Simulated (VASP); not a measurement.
# Al (P6_3/mmc) in VASP: notebook

Al is run at these levels: PBEsol+D3(BJ); tasks: single point.

All numbers are computed with VASP 6.6.1; they aren't measurements. Logs are shortened: lines on timing, memory, paths and dates and some standing lists are left out, and cuts for length are marked.

### 1 The cell of the first run

Symmetry: P6_3/mmc, No. 194, hexagonal system. Conventional cell: a = 2.798 Å, b = 2.798 Å, c = 9.949 Å, α = 90.00°, β = 90.00°, γ = 120.00°. Al (site symmetry -3m) has 12 Al at 2.80 to 2.97 Å within 3.7 Å. Within 3.7 Å of Al (site symmetry -6m2) lie 12 Al at 2.80 to 2.97 Å.

This isn't the form of Al at room conditions, which is fcc.

### 2 Single point, PBEsol+D3(BJ) (16.86 Å³/atom)

The input, INCAR:

```
SYSTEM = Al
PREC = Accurate ; ENCUT = 520
EDIFF = 1E-6 ; ISMEAR = 0
SIGMA = 0.15 ; LREAL = .FALSE.
LASPH = .TRUE. ; NELM = 80
ALGO = Normal ; ISIF = 2
LWAVE = .FALSE. ; LCHARG = .FALSE.
GGA = PS ; IVDW = 12
NBANDS = 14
```

The input, KPOINTS:

```
regular mesh
0
G
  18 18 6
  0 0 0
```

The input, POSCAR:

```
Al
1.0
    2.7977729286      0.0000000000      0.0000000000
   -1.3988864643      2.4229424302      0.0000000000
    0.0000000000      0.0000000000      9.9486007568
Al
4
Direct
    0.0000000000      0.0000000000      0.0000000000
    0.3333333333      0.6666666667      0.2500000000
    0.0000000000      0.0000000000      0.5000000000
    0.6666666667      0.3333333333      0.7500000000
```

Potentials or basis: VASP PAW PBE potentials, release 64 (Al).

Run with:

```sh
$ cat potpaw_PBE.64/Al/POTCAR > POTCAR
$ mpirun -np 1 vasp_std > vasp.out
```

OUTCAR:

```text
SYSTEM = Al
   PREC = Accurate
   ENCUT = 520
   EDIFF = 1E-6
   ISMEAR = 0
   LREAL = .FALSE.
   LASPH = .TRUE.
   NELM = 80
   ISIF = 2
   GGA = PS
   IVDW = 12
 IVDW          = 12

 ion  position               nearest neighbor table
   1  0.000  0.000  0.000-   2 2.97   4 2.97   4 2.97   2 2.97   4 2.97   2 2.97
   2  0.333  0.667  0.250-   1 2.97   3 2.97   1 2.97   3 2.97   1 2.97   3 2.97
   3  0.000  0.000  0.500-   2 2.97   4 2.97   4 2.97   2 2.97   4 2.97   2 2.97
   4  0.667  0.333  0.750-   1 2.97   3 2.97   1 2.97   3 2.97   1 2.97   3 2.97

  LATTYP: Found a hexagonal cell.
 ALAT       =     2.7977729286
 C/A-ratio  =     3.5559000000

  Lattice vectors:

 A1 = (   2.7977729286,   0.0000000000,   0.0000000000)
 A2 = (  -1.3988864643,   2.4229424302,   0.0000000000)
 A3 = (   0.0000000000,   0.0000000000,   9.9486007568)

Analysis of symmetry for initial positions (statically):
=====================================================================
 Subroutine PRICEL returns:
 Original cell was already a primitive cell.

 Routine SETGRP: Setting up the symmetry group for a
 hexagonal supercell.

 Subroutine GETGRP returns: Found 24 space group operations
 (whereof 12 operations were pure point group operations)
 out of a pool of 24 trial point group operations.

The static configuration has the point symmetry D_3d.
 The point group associated with its full space group is D_6h.

Analysis of symmetry for dynamics (positions and initial velocities):
=====================================================================
 Subroutine PRICEL returns:
 Original cell was already a primitive cell.

 Routine SETGRP: Setting up the symmetry group for a
 hexagonal supercell.

 Subroutine GETGRP returns: Found 24 space group operations
 (whereof 12 operations were pure point group operations)
 out of a pool of 24 trial point group operations.

The dynamic configuration has the point symmetry D_3d.
 The point group associated with its full space group is D_6h.

 Subroutine INISYM returns: Found 24 space group operations
 (whereof 12 operations are pure point group operations),
 and found     1 'primitive' translations

----------------------------------------------------------------------------------------

                                     Primitive cell

  volume of cell :      67.4400

  direct lattice vectors                    reciprocal lattice vectors
     2.797772929  0.000000000  0.000000000     0.357427148  0.206360660  0.000000000
    -1.398886464  2.422942430  0.000000000     0.000000000  0.412721321  0.000000000
     0.000000000  0.000000000  9.948600757     0.000000000  0.000000000  0.100516648

  length of vectors
     2.797772929  2.797772929  9.948600757     0.412721321  0.412721321  0.100516648

  position of ions in fractional coordinates (direct lattice)
     0.000000000  0.000000000  0.000000000
     0.333333333  0.666666667  0.250000000
     0.000000000  0.000000000  0.500000000
     0.666666667  0.333333333  0.750000000

  ion indices of the primitive-cell ions
   primitive index   ion index
                 1           1
                 2           2
                 3           3
                 4           4

----------------------------------------------------------------------------------------

 KPOINTS: regular mesh

Automatic generation of k-mesh.
 Grid dimensions read from file:
 generate k-points for:   18   18    6

 Generating k-lattice:

  Cartesian coordinates                     Fractional coordinates (reciprocal lattice)
     0.019857064  0.011464481  0.000000000     0.055555556  0.000000000  0.000000000
     0.000000000  0.022928962  0.000000000     0.000000000  0.055555556  0.000000000
     0.000000000  0.000000000  0.016752775     0.000000000  0.000000000  0.166666667

  Length of vectors
     0.022928962  0.022928962  0.016752775

  Shift w.r.t. Gamma in fractional coordinates (k-lattice)
     0.000000000  0.000000000  0.000000000

 Subroutine IBZKPT returns following result:
 ===========================================

 Found    148 irreducible k-points:

 Following reciprocal coordinates:
            Coordinates               Weight
  0.000000  0.000000  0.000000      1.000000
  0.055556 -0.000000  0.000000      6.000000
  0.111111 -0.000000  0.000000      6.000000
  0.166667 -0.000000  0.000000      6.000000
  0.222222 -0.000000  0.000000      6.000000
  0.277778 -0.000000  0.000000      6.000000
[... 16 lines left out ...]
  0.333333  0.111111  0.000000     12.000000
  0.388889  0.111111  0.000000     12.000000
 [... further k-points ...]
   k-points           NKPTS =    148   k-points in BZ     NKDIM =    148   number of bands    NBANDS=     14
   number of dos      NEDOS =    301   number of ions     NIONS =      4
   total plane-waves  NPLWV =  46080
   dimension x,y,z NGX =    24 NGY =   24 NGZ =   80
   dimension x,y,z NGXF=    48 NGYF=   48 NGZF=  160
   ions per type =               4
   NGX,Y,Z   is equivalent  to a cutoff of  14.26, 14.26, 13.37 a.u.
   NGXF,Y,Z  is equivalent  to a cutoff of  28.52, 28.52, 26.74 a.u.
 SYSTEM =  Al
   PREC   = accura    normal or accurate (medium, high low for compatibility)
   ISTART =      0    job   : 0-new  1-cont  2-samecut
   ICHARG =      2    charge: 1-file 2-atom 10-const
   ISPIN  =      1    spin polarized calculation?
   LNONCOLLINEAR =      F non collinear calculations
   LSORBIT =      F    spin-orbit coupling
   LASPH  =      T    aspherical Exc in radial PAW
   ENCUT  =  520.0 eV  38.22 Ry    6.18 a.u.   5.20  5.20 18.50*2*pi/ulx,y,z
   NELM   =     80;   NELMIN=  2; NELMDL= -5     # of ELM steps
   EDIFF  = 0.1E-05   stopping-criterion for ELM
   LREAL  =      F    real-space projection
   EDIFFG = 0.1E-04   stopping-criterion for IOM
   NSW    =      0    number of steps for IOM
   IBRION =     -1    ionic relax: 0-MD 1-quasi-New 2-CG
   NFREE  =      0    steps in history (QN), initial steepest desc. (CG)
   ISIF   =      2    stress and relaxation
   ISYM   =      2    0-nonsym 1-usesym 2-fastsym
   POTIM  = 0.5000    time-step for ionic-motion
   TEBEG  =    0.0;   TEEND  =   0.0 temperature during run
   PSTRESS=    0.0 pullay stress
   NELECT =      12.0000    total number of electrons
   NUPDOWN=      -1.0000    fix difference up-down
   EMIN   =  10.00;   EMAX   =-10.00  energy-range for DOS
   EFERMI =   0.00;   METHOD = LEGACY
   ISMEAR =     0;   SIGMA  =   0.15  broadening in eV -4-tet -1-fermi 0-gaus
   EFERMI_NEDOS =   21; number of points for ismear=-14 and -15
   IALGO  =     38    algorithm
   IMIX   =      4    mixing-type and parameters
     AMIX     =   0.40;   BMIX     =  1.00
     AMIX_MAG =   1.60;   BMIX_MAG =  1.00
  volume/ion in A,a.u.               =      16.86       113.78
  Fermi-wavevector in a.u.,A,eV,Ry     =   0.920795  1.740049 11.535870  0.847863
  Thomas-Fermi vector in A             =   2.046140
   LORBIT       =      0    0 simple, 1 ext, 2 COOP (PROOUT), +10 PAW based schemes
   GGA     = PS    functional components
   LHFCALC =     F    Hartree Fock is set to
   AEXX    =    0.0000 exact exchange contribution
   IVDW    =    12    specifies the selected vdW correction
   LEPSILON=     F    determine dielectric tensor
   LRPA    =     F    only Hartree local field effects (RPA)
 non-spin polarized calculation
 Gauss-broadening in eV      SIGMA  =   0.15
  energy-cutoff  :      520.00
  volume of cell :       67.44
 maximum number of plane-waves:      1836
 NGX is ok and might be reduce to    24
   NGX = 11   NGY = 11   NGZ = 37

 number of electron      12.0000000 magnetization

 Free energy of the ion-electron system (eV)
  ---------------------------------------------------
  ext. energy  EPLUGINS =         0.00000000
  ---------------------------------------------------
  free energy    TOTEN  =       -16.24935758 eV

  energy without entropy =      -16.23103834  energy(sigma->0) =      -16.24019796

 E-fermi :   7.6945     XC(G=0): -10.1749

 val. band max:        7.6927061440   @ k =   0.3889   0.2222   0.3333
 cond. band min:       7.6981236689   @ k =   0.3333  -0.0000   0.1667
 fundamental gap:      0.0054175249
 Fermi energy:         7.6945212586

 k-point     1 :       0.0000    0.0000    0.0000
  band No.  band energies     occupation
      1      -3.2625      2.00000
      2      -1.7813      2.00000
      3      -1.7751      2.00000
      4       2.3708      2.00000
      5       2.8266      2.00000
      6       9.6314      0.00000
      7       9.6363      0.00000
      8      18.3494      0.00000
      9      19.1356      0.00000
     10      19.5235      0.00000
     11      19.5235      0.00000
     12      19.5988      0.00000
     13      19.5988      0.00000
     14      20.4453      0.00000

 k-point     2 :       0.0556   -0.0000    0.0000
  band No.  band energies     occupation
      1      -3.1847      2.00000
      2      -1.7042      2.00000
      3      -1.6981      2.00000
      4       2.4473      2.00000
      5       2.8994      2.00000
      6       9.6995      0.00000
      7       9.7051      0.00000
      8      17.7119      0.00000
      9      18.3144      0.00000
     10      18.4410      0.00000
     11      18.9553      0.00000
     12      19.1079      0.00000
     13      19.2479      0.00000
     14      19.6510      0.00000
[... 343 lines left out ...]
      1       0.7245      2.00000
      2       2.1622      2.00000
      3       2.1655      2.00000
      4       5.6849      2.00000
      5       6.5537      2.00000
      6       6.6020      2.00000
      7       7.5760      1.73632
      8       7.6607      1.25035
      9      10.8981      0.00000
     10      11.8413      0.00000
     11      11.8499      0.00000
     12      12.4392      0.00000
     13      12.8826      0.00000
     14      13.7436      0.00000

 k-point    24 :       0.3889    0.1111    0.0000
  band No.  band energies     occupation
      1       1.8512      2.00000
      2       3.2627      2.00000
      3       3.2643      2.00000
      4       4.4897      2.00000
      5       5.9440      2.00000
      6       5.9654      2.00000
      7       7.5278      1.88400
      8       7.7470      0.62058
      9       9.8369      0.00000
     10      10.3637      0.00000
     11      11.4157      0.00000
     12      12.4139      0.00000
     13      12.6904      0.00000
     14      14.5489      0.00000

 [... further k-points ...]

------------------------ aborting loop because EDIFF is reached ----------------------------------------

 Edisp (eV)   -1.24172

 E8    (eV) :    -0.8361

  FORCE on cell =-STRESS in cart. coord.  units (eV):
  Direction    XX          YY          ZZ          XY          YZ          ZX
  --------------------------------------------------------------------------------------
  -------------------------------------------------------------------------------------
  Total      -1.43793    -1.43793    -3.49809    -0.00000     0.00000    -0.00000
  in kB     -34.16091   -34.16091   -83.10442    -0.00000     0.00000    -0.00000
  external pressure =      -50.48 kB  Pullay stress =        0.00 kB

 VOLUME and BASIS-vectors are now :
 -----------------------------------------------------------------------------
  energy-cutoff  :      520.00
  volume of cell :       67.44
      direct lattice vectors                 reciprocal lattice vectors
     2.797772929  0.000000000  0.000000000     0.357427148  0.206360660  0.000000000
    -1.398886464  2.422942430  0.000000000     0.000000000  0.412721321  0.000000000
     0.000000000  0.000000000  9.948600757     0.000000000  0.000000000  0.100516648

 POSITION                                       TOTAL-FORCE (eV/Angst)
 -----------------------------------------------------------------------------------
      0.00000      0.00000      0.00000         0.000000      0.000000     -0.000000
     -0.00000      1.61529      2.48715         0.000000     -0.000000     -0.000000
      0.00000      0.00000      4.97430         0.000000      0.000000     -0.000000
      1.39889      0.80765      7.46145        -0.000000      0.000000      0.000000
 -----------------------------------------------------------------------------------
    total drift:                                0.000000      0.000000      0.000000

  FREE ENERGIE OF THE ION-ELECTRON SYSTEM (eV)
  ---------------------------------------------------
  free  energy   TOTEN  =       -17.4910799231 eV

  energy  without entropy=      -17.4727606903  energy(sigma->0) =      -17.48192031
```

Run time: 3 min. Hardware: 1 thread of AMD EPYC 7R13, shared host; peak memory 0.24 GiB.

Results:

| Quantity | Value |
| --- | --- |
| Free energy | -17.4911 eV |
| Pressure | -5.0 GPa |
| Band gap on the k mesh | zero (bands 6 and 7 overlap by 4.25 eV) |
| Dispersion energy per atom | -0.310 eV |

Stress tensor (GPa, compression positive):
```
-3.42  0.00  0.00
 0.00 -3.42  0.00
 0.00  0.00 -8.31
```

Caveat: the cell stands under tension; the PAW data sets were made with another functional, which shifts forces and pressure a little.

### 3 Single point, PBEsol+D3(BJ) (16.86 Å³/atom)

The input, INCAR:

```
SYSTEM = Al
PREC     = Accurate       ! precision mode
ENCUT    = 520            ! plane-wave cutoff, eV
EDIFF    = 1E-6           ! SCF threshold, eV
ISMEAR   = 0              ! smearing method
SIGMA    = 0.15           ! smearing width, eV
LREAL    = .False.        ! projectors in reciprocal space
LASPH    = .True.         ! aspherical terms in the spheres
NELM     = 100            ! most SCF steps
ALGO     = Fast           ! electronic algorithm
ISIF     = 2              ! what is computed and relaxed
LWAVE    = .False.        ! write WAVECAR
LCHARG   = .False.        ! write CHGCAR
GGA      = PS             ! functional
IVDW     = 12             ! dispersion correction
NBANDS   = 14             ! bands
```

The input, KPOINTS:

```
Automatic mesh
0
Gamma
  18 18 6
  0 0 0
```

The input, POSCAR:

```
Al
1.0
    2.8735470430      0.0000000000      0.0000000000
   -1.4367735215      2.4885647382      0.0000000000
    0.0000000000      0.0000000000      9.4308384865
Al
4
Direct
    0.0000000000      0.0000000000      0.0000000000
    0.3333333333      0.6666666667      0.2500000000
    0.0000000000      0.0000000000      0.5000000000
    0.6666666667      0.3333333333      0.7500000000
```

Potentials or basis: VASP PAW PBE potentials, release 64 (Al).

Run with:

```sh
$ cat potpaw_PBE.64/Al/POTCAR > POTCAR
$ mpirun -np 1 vasp_std > vasp.out
```

Run time: 4 min. Hardware: 1 thread of AMD EPYC 7R13, shared host; peak memory 0.23 GiB.

Results (log left out):

| Item | Value |
| --- | --- |
| Free energy | -17.5468 eV |
| Pressure | -5.8 GPa |
| Band gap on the k mesh | zero (bands 6 and 7 overlap by 5.35 eV) |
| Dispersion energy per atom | -0.311 eV |

Stress tensor (GPa, compression positive):
```
-5.86  0.00  0.00
 0.00 -5.86  0.00
 0.00  0.00 -5.65
```

Levels at points of the mesh, in eV from the Fermi level:
```csv
k point,band 3,band 4,band 5,band 6,band 7,band 8,band 9,band 10
"(0.00, 0.00, 0.00)",-9.32,-4.53,-4.40,3.30,3.31,10.55,10.55,10.77
"(0.50, 0.00, 0.00)",-3.84,-3.76,-3.30,-3.19,0.84,1.23,1.30,1.54
"(0.00, 0.00, 0.50)",-7.28,-7.28,-0.91,-0.91,8.08,8.08,10.86,10.86
"(0.50, 0.00, 0.50)",-4.68,-4.68,-1.82,-1.82,-1.19,-1.19,4.44,4.44
```

Caveat: the cell stands under tension; the PAW data sets were made with another functional, which shifts forces and pressure a little.

The gap in the log of VASP goes by the Fermi energy; the results here count the filled bands.